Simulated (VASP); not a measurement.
# Pd (Pm-3m) in VASP: notebook

Pd is run at these levels: LDA; tasks: single point, relaxation of cell and atoms.

All numbers are computed with VASP 6.6.1; they aren't measurements. Logs are shortened: lines on timing, memory, paths and dates and some standing lists are left out, and cuts for length are marked.

### Step 1. The cell of the first run

It takes space group Pm-3m (No. 221, cubic). Conventional cell: a = 2.540 Å, b = 2.540 Å, c = 2.540 Å, α = 90.00°, β = 90.00°, γ = 90.00°. Within 3.4 Å of Pd (site symmetry m-3m) lie 6 Pd at 2.54 Å.

### Step 2. Single point, LDA

The input, INCAR:

```
PREC = Accurate
ENCUT = 500
EDIFF = 1E-6
ISMEAR = 1
SIGMA = 0.05
LREAL = F
LASPH = T
NELM = 120
ALGO = Normal
ISIF = 2
LWAVE = F
LCHARG = T
LELF = T
LVHAR = T
NBANDS = 11
GGA_COMPAT = F
```

The input, KPOINTS:

```
Automatic mesh
0
Gamma
  8 8 8
```

The input, POSCAR:

```
Pd
1.0
    2.5395635535      0.0000000000      0.0000000000
    0.0000000000      2.5395635535      0.0000000000
    0.0000000000      0.0000000000      2.5395635535
Pd
1
Direct
    0.0000000000      0.0000000000      0.0000000000
```

Potentials or basis: VASP PAW LDA potentials, release 64 (Pd).

Started as:

```
> cat potpaw_LDA.64/Pd/POTCAR > POTCAR
> mpirun -np 1 vasp_std > vasp.out
```

OUTCAR:

```text
PREC = Accurate
   ENCUT = 500
   EDIFF = 1E-6
   ISMEAR = 1
   LREAL = F
   LASPH = T
   NELM = 120
   ISIF = 2

 ion  position               nearest neighbor table
   1  0.000  0.000  0.000-

  LATTYP: Found a simple cubic cell.
 ALAT       =     2.5395635535

  Lattice vectors:

 A1 = (   2.5395635535,   0.0000000000,   0.0000000000)
 A2 = (   0.0000000000,   2.5395635535,   0.0000000000)
 A3 = (   0.0000000000,   0.0000000000,   2.5395635535)

Analysis of symmetry for initial positions (statically):
=====================================================================
 Subroutine PRICEL returns:
 Original cell was already a primitive cell.

 Routine SETGRP: Setting up the symmetry group for a
 simple cubic supercell.

 Subroutine GETGRP returns: Found 48 space group operations
 (whereof 48 operations were pure point group operations)
 out of a pool of 48 trial point group operations.

The static configuration has the point symmetry O_h .

Analysis of symmetry for dynamics (positions and initial velocities):
=====================================================================
 Subroutine PRICEL returns:
 Original cell was already a primitive cell.

 Routine SETGRP: Setting up the symmetry group for a
 simple cubic supercell.

 Subroutine GETGRP returns: Found 48 space group operations
 (whereof 48 operations were pure point group operations)
 out of a pool of 48 trial point group operations.

The dynamic configuration has the point symmetry O_h .

 Subroutine INISYM returns: Found 48 space group operations
 (whereof 48 operations are pure point group operations),
 and found     1 'primitive' translations

----------------------------------------------------------------------------------------

                                     Primitive cell

  volume of cell :      16.3786

  direct lattice vectors                    reciprocal lattice vectors
     2.539563553  0.000000000  0.000000000     0.393768448  0.000000000  0.000000000
     0.000000000  2.539563553  0.000000000     0.000000000  0.393768448  0.000000000
     0.000000000  0.000000000  2.539563553     0.000000000  0.000000000  0.393768448

  length of vectors
     2.539563553  2.539563553  2.539563553     0.393768448  0.393768448  0.393768448

  position of ions in fractional coordinates (direct lattice)
     0.000000000  0.000000000  0.000000000

  ion indices of the primitive-cell ions
   primitive index   ion index
                 1           1

----------------------------------------------------------------------------------------

 KPOINTS: Automatic mesh

Automatic generation of k-mesh.
 Grid dimensions read from file:
 generate k-points for:    8    8    8

 Generating k-lattice:

  Cartesian coordinates                     Fractional coordinates (reciprocal lattice)
     0.049221056  0.000000000  0.000000000     0.125000000  0.000000000  0.000000000
     0.000000000  0.049221056  0.000000000     0.000000000  0.125000000  0.000000000
     0.000000000  0.000000000  0.049221056     0.000000000  0.000000000  0.125000000

  Length of vectors
     0.049221056  0.049221056  0.049221056

  Shift w.r.t. Gamma in fractional coordinates (k-lattice)
     0.000000000  0.000000000  0.000000000

 Subroutine IBZKPT returns following result:
 ===========================================

 Found     35 irreducible k-points:

 Following reciprocal coordinates:
            Coordinates               Weight
  0.000000  0.000000  0.000000      1.000000
  0.125000  0.000000  0.000000      6.000000
  0.250000  0.000000  0.000000      6.000000
  0.375000  0.000000  0.000000      6.000000
  0.500000  0.000000  0.000000      3.000000
  0.125000  0.125000  0.000000     12.000000
[... 16 lines left out ...]
  0.375000  0.375000  0.125000     24.000000
  0.500000  0.375000  0.125000     24.000000
 [... further k-points ...]
   k-points           NKPTS =     35   k-points in BZ     NKDIM =     35   number of bands    NBANDS=     11
   number of dos      NEDOS =    301   number of ions     NIONS =      1
   total plane-waves  NPLWV =   8000
   dimension x,y,z NGX =    20 NGY =   20 NGZ =   20
   dimension x,y,z NGXF=    40 NGYF=   40 NGZF=   40
   ions per type =               1
   NGX,Y,Z   is equivalent  to a cutoff of  13.09, 13.09, 13.09 a.u.
   NGXF,Y,Z  is equivalent  to a cutoff of  26.18, 26.18, 26.18 a.u.
 SYSTEM =  unknown system
   PREC   = accura    normal or accurate (medium, high low for compatibility)
   ISTART =      0    job   : 0-new  1-cont  2-samecut
   ICHARG =      2    charge: 1-file 2-atom 10-const
   ISPIN  =      1    spin polarized calculation?
   LNONCOLLINEAR =      F non collinear calculations
   LSORBIT =      F    spin-orbit coupling
   LASPH  =      T    aspherical Exc in radial PAW
   ENCUT  =  500.0 eV  36.75 Ry    6.06 a.u.   4.63  4.63  4.63*2*pi/ulx,y,z
   NELM   =    120;   NELMIN=  2; NELMDL= -5     # of ELM steps
   EDIFF  = 0.1E-05   stopping-criterion for ELM
   LREAL  =      F    real-space projection
   EDIFFG = 0.1E-04   stopping-criterion for IOM
   NSW    =      0    number of steps for IOM
   IBRION =     -1    ionic relax: 0-MD 1-quasi-New 2-CG
   NFREE  =      0    steps in history (QN), initial steepest desc. (CG)
   ISIF   =      2    stress and relaxation
   ISYM   =      2    0-nonsym 1-usesym 2-fastsym
   POTIM  = 0.5000    time-step for ionic-motion
   TEBEG  =    0.0;   TEEND  =   0.0 temperature during run
   PSTRESS=    0.0 pullay stress
   NELECT =      10.0000    total number of electrons
   NUPDOWN=      -1.0000    fix difference up-down
   EMIN   =  10.00;   EMAX   =-10.00  energy-range for DOS
   EFERMI =   0.00;   METHOD = LEGACY
   ISMEAR =     1;   SIGMA  =   0.05  broadening in eV -4-tet -1-fermi 0-gaus
   EFERMI_NEDOS =   21; number of points for ismear=-14 and -15
   IALGO  =     38    algorithm
   IMIX   =      4    mixing-type and parameters
     AMIX     =   0.40;   BMIX     =  1.00
     AMIX_MAG =   1.60;   BMIX_MAG =  1.00
  volume/ion in A,a.u.               =      16.38       110.53
  Fermi-wavevector in a.u.,A,eV,Ry     =   1.388830  2.624508 26.243579  1.928849
  Thomas-Fermi vector in A             =   2.512919
   LORBIT       =      0    0 simple, 1 ext, 2 COOP (PROOUT), +10 PAW based schemes
   GGA     = CA    functional components
   LHFCALC =     F    Hartree Fock is set to
   AEXX    =    0.0000 exact exchange contribution
   IVDW    =     0    specifies the selected vdW correction
   LEPSILON=     F    determine dielectric tensor
   LRPA    =     F    only Hartree local field effects (RPA)
 non-spin polarized calculation
 Methfessel and Paxton  Order N= 1 SIGMA  =   0.05
  energy-cutoff  :      500.00
  volume of cell :       16.38
 maximum number of plane-waves:       437
 NGX is ok and might be reduce to    20
   NGX =  9   NGY =  9   NGZ =  9

 number of electron      10.0000000 magnetization

 number of electron       9.9999996 magnetization

 Free energy of the ion-electron system (eV)
  ---------------------------------------------------
  ext. energy  EPLUGINS =         0.00000000
  ---------------------------------------------------
  free energy    TOTEN  =        -5.86244230 eV

  energy without entropy =       -5.86184730  energy(sigma->0) =       -5.86224396

 E-fermi :   8.1576     XC(G=0): -12.7564

 val. band max:        8.1500039454   @ k =   0.3750   0.3750   0.3750
 cond. band min:       8.1887935123   @ k =   0.5000   0.3750   0.3750
 fundamental gap:      0.0387895669
 Fermi energy:         8.1575654465

 k-point     1 :       0.0000    0.0000    0.0000
  band No.  band energies     occupation
      1       1.5859      2.00000
      2       3.0609      2.00000
      3       3.0609      2.00000
      4       8.2462     -0.03097
      5       8.2462     -0.03097
      6       8.2462     -0.03097
      7      25.1062      0.00000
      8      25.1062      0.00000
      9      25.1062      0.00000
     10      32.0297      0.00000
     11      32.0317      0.00000

 k-point     2 :       0.1250    0.0000    0.0000
  band No.  band energies     occupation
      1       1.9899      2.00000
      2       3.1353      2.00000
      3       3.4411      2.00000
      4       7.9460      2.00000
      5       7.9460      2.00000
      6       8.2705     -0.00633
      7      22.5007      0.00000
      8      25.8180      0.00000
      9      25.8180      0.00000
     10      30.8424      0.00000
     11      32.0360      0.00000

 k-point     3 :       0.2500    0.0000    0.0000
  band No.  band energies     occupation
      1       2.8093      2.00000
      2       3.3200      2.00000
      3       4.7657      2.00000
      4       7.2835      2.00000
      5       7.2835      2.00000
      6       8.3297     -0.00001
      7      18.5966      0.00000
      8      27.6561      0.00000
      9      27.6561      0.00000
     10      28.7681      0.00000
     11      31.6115      0.00000

 k-point     4 :       0.3750    0.0000    0.0000
  band No.  band energies     occupation
      1       3.5035      2.00000
      2       3.5128      2.00000
      3       6.6902      2.00000
      4       6.6902      2.00000
      5       6.8801      2.00000
      6       8.3896     -0.00000
      7      15.2016      0.00000
      8      27.1865      0.00000
      9      29.9689      0.00000
     10      29.9689      0.00000
     11      30.5444      0.00000
[... 239 lines left out ...]
 k-point    22 :       0.5000    0.2500    0.1250
  band No.  band energies     occupation
      1       4.1393      2.00000
      2       4.5537      2.00000
      3       5.9566      2.00000
      4       6.0459      2.00000
      5       7.3045      2.00000
      6      12.1434      0.00000
      7      13.8406      0.00000
      8      24.6014      0.00000
      9      25.9946      0.00000
     10      28.0739      0.00000
     11      31.4322      0.00000

 k-point    23 :       0.3750    0.3750    0.1250
  band No.  band energies     occupation
      1       3.5487      2.00000
      2       4.6895      2.00000
      3       6.3038      2.00000
      4       6.3467      2.00000
      5       7.8682      2.00000
      6      11.2620      0.00000
      7      16.7114      0.00000
      8      20.9084      0.00000
      9      24.9737      0.00000
     10      28.7704      0.00000
     11      32.5052      0.00000

 k-point    24 :       0.5000    0.3750    0.1250
  band No.  band energies     occupation
      1       3.2744      2.00000
      2       4.8160      2.00000
      3       6.1029      2.00000
      4       6.3907      2.00000
      5       8.4527     -0.00000
      6      13.8120      0.00000
      7      14.2687      0.00000
      8      22.0836      0.00000
      9      22.3950      0.00000
     10      29.5716      0.00000
     11      31.7926      0.00000

 [... further k-points ...]
[... 5 lines left out ...]
  --------------------------------------------------------------------------------------
  -------------------------------------------------------------------------------------
  Total        0.0063043      0.0063043      0.0063043      0.0000000      0.0000000     -0.0000000
  in kB        0.6166938      0.6166938      0.6166938      0.0000000      0.0000000     -0.0000000
  external PRESSURE =       0.6166938 kB  Pullay stress =       0.0000000 kB

 VOLUME and BASIS-vectors are now :
 -----------------------------------------------------------------------------
  energy-cutoff  :      500.00
  volume of cell :       16.38
      direct lattice vectors                 reciprocal lattice vectors
     2.539563553  0.000000000  0.000000000     0.393768448  0.000000000  0.000000000
     0.000000000  2.539563553  0.000000000     0.000000000  0.393768448  0.000000000
     0.000000000  0.000000000  2.539563553     0.000000000  0.000000000  0.393768448

 POSITION                                       TOTAL-FORCE (eV/Angst)
 -----------------------------------------------------------------------------------
      0.00000      0.00000      0.00000         0.000000      0.000000      0.000000
 -----------------------------------------------------------------------------------
    total drift:                                0.000000      0.000000      0.000000

  FREE ENERGIE OF THE ION-ELECTRON SYSTEM (eV)
  ---------------------------------------------------
  free  energy   TOTEN  =        -5.8624422980 eV

  energy  without entropy=       -5.8618472988  energy(sigma->0) =       -5.86224396
```

Wall time 3.5 s (1 thread of Intel Xeon 6975P-C (Granite Rapids), shared host); peak memory 0.12 GiB.

Results:

```yaml
Free_energy: -5.8624 eV
Pressure: 0.1 GPa
Band_gap_on_the_k_mesh: zero (band 5 reaches 9.60 eV, above the bottom of band 6 at 7.49 eV)
```

Levels at points of the mesh, in eV from the Fermi level:
| k point | band 3 | band 4 | band 5 | band 6 | band 7 | band 8 |
| --- | --- | --- | --- | --- | --- | --- |
| (0.00, 0.00, 0.00) | -5.10 | 0.09 | 0.09 | 0.09 | 16.95 | 16.95 |
| (0.50, 0.00, 0.00) | -1.70 | -1.70 | 0.14 | 0.26 | 5.29 | 18.45 |
| (0.50, 0.50, 0.00) | -1.36 | -1.36 | 1.33 | 5.58 | 5.58 | 12.45 |
| (0.50, 0.50, 0.50) | -4.35 | 1.44 | 1.44 | 11.02 | 11.63 | 11.63 |

### Step 3. Relaxation of cell and atoms, LDA

This run uses another cell than the first one, of 16.19 Å³/atom, 0.989 times its volume.

The input, INCAR:

```
SYSTEM = Pd
PREC = Accurate
ENCUT = 500
EDIFF = 1E-7
ISMEAR = 1
SIGMA = 0.05
LREAL = .FALSE.
LASPH = .TRUE.
NELM = 120
ALGO = Normal
ISIF = 3
LWAVE = .FALSE.
LCHARG = .FALSE.
GGA = CA
IBRION = 2
NSW = 80
EDIFFG = -0.03
GGA_COMPAT = .FALSE.
NELMIN = 4
```

The input, KPOINTS:

```
Automatic mesh
0
G
  8 8 8
  0 0 0
```

The input, POSCAR:

```
Pd
1.0
    2.5300000000      0.0000000000      0.0000000000
    0.0000000000      2.5300000000      0.0000000000
    0.0000000000      0.0000000000      2.5300000000
Pd
1
Direct
    0.0000000000      0.0000000000      0.0000000000
```

Potentials or basis: VASP PAW LDA potentials, release 64 (Pd).

Started as:

```
> cat potpaw_LDA.64/Pd/POTCAR > POTCAR
> mpirun -np 1 vasp_std > vasp.out
```

OUTCAR:

```text
SYSTEM = Pd
   PREC = Accurate
   ENCUT = 500
   EDIFF = 1E-7
   ISMEAR = 1
   LREAL = .FALSE.
   LASPH = .TRUE.
   NELM = 120
   ISIF = 3
   GGA = CA
   IBRION = 2
   NSW = 80
   EDIFFG = -0.03
   NELMIN = 4

 ion  position               nearest neighbor table
   1  0.000  0.000  0.000-

  LATTYP: Found a simple cubic cell.
 ALAT       =     2.5300000000

  Lattice vectors:

 A1 = (   2.5300000000,   0.0000000000,   0.0000000000)
 A2 = (   0.0000000000,   2.5300000000,   0.0000000000)
 A3 = (   0.0000000000,   0.0000000000,   2.5300000000)

Analysis of symmetry for initial positions (statically):
=====================================================================
 Subroutine PRICEL returns:
[... 249 lines left out ...]

  energy without entropy =       -5.86180905  energy(sigma->0) =       -5.86220624

 E-fermi :   8.1497     XC(G=0): -12.7535

 val. band max:        8.1421523405   @ k =   0.3750   0.3750   0.3750
 cond. band min:       8.1809048560   @ k =   0.5000   0.3750   0.3750
 fundamental gap:      0.0387525155
 Fermi energy:         8.1497210296

 k-point     1 :       0.0000    0.0000    0.0000
  band No.  band energies     occupation
      1       1.5817      2.00000
      2       3.0569      2.00000
      3       3.0569      2.00000
      4       8.2383     -0.03110
      5       8.2383     -0.03110
      6       8.2383     -0.03110
      7      25.0950      0.00000
      8      25.0950      0.00000
      9      25.0950      0.00000
[... 265 lines left out ...]
 k-point    24 :       0.5000    0.3750    0.1250
  band No.  band energies     occupation
      1       3.2705      2.00000
      2       4.8106      2.00000
      3       6.0969      2.00000
      4       6.3844      2.00000
      5       8.4447     -0.00000
      6      13.8031      0.00000
      7      14.2588      0.00000
      8      22.0729      0.00000
      9      22.3810      0.00000

 [... further k-points ...]
[... 5 lines left out ...]
  --------------------------------------------------------------------------------------
  -------------------------------------------------------------------------------------
  Total       -0.0008953     -0.0008953     -0.0008953     -0.0000000     -0.0000000     -0.0000000
  in kB       -0.0875398     -0.0875398     -0.0875398     -0.0000000     -0.0000000     -0.0000000
  external PRESSURE =      -0.0875398 kB  Pullay stress =       0.0000000 kB
[... 16 lines left out ...]
  FREE ENERGIE OF THE ION-ELECTRON SYSTEM (eV)
  ---------------------------------------------------
  free  energy   TOTEN  =        -5.8624048305 eV

  energy  without entropy=       -5.8618090467  energy(sigma->0) =       -5.86220624

 reached required accuracy - stopping structural energy minimisation
```

CONTCAR:

```text
Pd
   1.00000000000000
     2.5399787601081552    0.0000000000000000   -0.0000000000000000
     0.0000000000000000    2.5399787601081552    0.0000000000000000
    -0.0000000000000000    0.0000000000000000    2.5399787601081552
  Pd
     1
Direct
     0.0000000000000000    0.0000000000000000    0.0000000000000000

  0.00000000E+00  0.00000000E+00  0.00000000E+00
```

Run time: 3.8 s. Hardware: 1 thread of Intel Xeon 6975P-C (Granite Rapids), shared host; peak memory 0.11 GiB.

Results:

| Property | Result |
| --- | --- |
| Free energy | -5.8624 eV |
| Relaxed volume | 16.39 Å³/atom |
| Relaxed cell | a = 2.540 Å, b = 2.540 Å, c = 2.540 Å, α = 90.00°, β = 90.00°, γ = 90.00° |
| Space group after relaxing (to 0.05 Å) | Pm-3m (No. 221) |
| Energy gained by relaxing | 1.2 meV/atom |
| Ionic steps | 3 |
| Pressure after relaxing | 0.0 GPa |
| Band gap on the k mesh | zero (band 5 reaches 9.59 eV, above the bottom of band 6 at 7.48 eV) |

The path:
```
step  energy change (eV)  largest force (eV/Å)  pressure (GPa)  volume (Å³)
   1              0.0000                0.0000            2.04        16.19
   2              0.0015                0.0000           -2.89        16.68
   3             -0.0012                0.0000           -0.01        16.39
```

Final structure:
```xyz
1
Lattice="2.5400 0.0000 0.0000 0.0000 2.5400 0.0000 0.0000 0.0000 2.5400" Properties=species:S:1:pos:R:3 pbc="T T T"
Pd    0.0000    0.0000    0.0000
```

Levels at points of the mesh, in eV from the Fermi level:
| k point | band 2 | band 3 | band 4 | band 5 | band 6 | band 7 | band 8 | band 9 |
| --- | --- | --- | --- | --- | --- | --- | --- | --- |
| (0.00, 0.00, 0.00) | -5.09 | -5.09 | 0.09 | 0.09 | 0.09 | 16.95 | 16.95 | 16.95 |
| (0.50, 0.00, 0.00) | -4.36 | -1.70 | -1.70 | 0.15 | 0.26 | 5.28 | 18.45 | 21.70 |
| (0.50, 0.50, 0.00) | -3.82 | -1.36 | -1.36 | 1.33 | 5.58 | 5.58 | 12.45 | 12.95 |
| (0.50, 0.50, 0.50) | -4.35 | -4.35 | 1.44 | 1.44 | 11.02 | 11.62 | 11.62 | 11.62 |
